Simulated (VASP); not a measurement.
**PbSe: relaxation of cell and atoms with revPBE+D4**

Crystal: PbSe.

```
Pb Se
1.0
     0.00000    3.06065    3.06065
     3.06065    0.00000    3.06065
     3.06065    3.06065    0.00000
Pb Se
1 1
Direct
  0.00000 0.00000 0.00000
  0.50000 0.50000 0.50000
```

| Quantity | Value |
| --- | --- |
| Program | VASP 6.6.1 |
| Task | relaxation of cell and atoms |
| Functional | revPBE |
| Dispersion | D4 |
| Potentials or basis | VASP PAW PBE potentials, release 64 (Pb_d, Se) |
| Cutoff | 500 eV |
| k mesh | 7 × 7 × 7 |
| Occupations | gaussian, width 0.01 eV |
| Spin | no spin polarisation |
| Target pressure | 10 GPa |
| Dipole correction | no |
| Further INCAR settings | ALGO = Normal; EDIFF = 1e-07; IBRION = 2; EDIFFG = -0.01; NSW = 80; ISIF = 3 |

| Property | Result |
| --- | --- |
| Relaxed volume | 24.90 Å³/atom |
| Relaxed cell | a = 4.130 Å, b = 4.130 Å, c = 4.130 Å, α = 60.00°, β = 60.00°, γ = 60.00° |
| Space group after relaxing (to 0.1 Å) | Fm-3m (No. 225) |
| Energy change on relaxing (the run minimises the enthalpy) | +106.9 meV/atom |
| Ionic steps | 4 |
| Pressure after relaxing | 10.0 GPa |
| Dispersion energy per atom | -0.711 eV |

Step by step:
```csv
step,energy change (eV),largest force (eV/Å),pressure (GPa),volume (Å³)
1,0.0000,0.0000,0.25,57.34
2,0.8037,0.0000,24.15,44.05
3,0.2051,0.0000,9.76,49.95
4,0.2138,0.0000,10.01,49.81
```

Final structure:
```
Pb Se
1.0
     0.00000    2.92023    2.92023
     2.92023    0.00000    2.92023
     2.92023    2.92023    0.00000
Pb Se
1 1
Direct
  0.00000 0.00000 0.00000
  0.50000 0.50000 0.50000
```

Levels at points of the mesh, in eV from the Fermi level:
```
           k point  band 6  band 7  band 8  band 9  band 10  band 11  band 12  band 13  band 14
(0.00, 0.00, 0.00)  -14.64   -5.74   -2.32   -2.32    -2.32     5.32     5.32     5.32     6.45
```

Wall time 51 s on 1 thread of Intel(R) Xeon(R) 6975P-C (Granite Rapids), on a shared host, peak memory 0.18 GiB.

Caveat: this odd mesh misses L, so gap, dielectric constants and Born charges aren't listed; the cell is relaxed towards a set pressure, so the run minimises the enthalpy, not the energy; the PAW data sets were made with another functional, which shifts forces and pressure a little; spin-orbit coupling is left out, which moves the levels of the heavy elements.
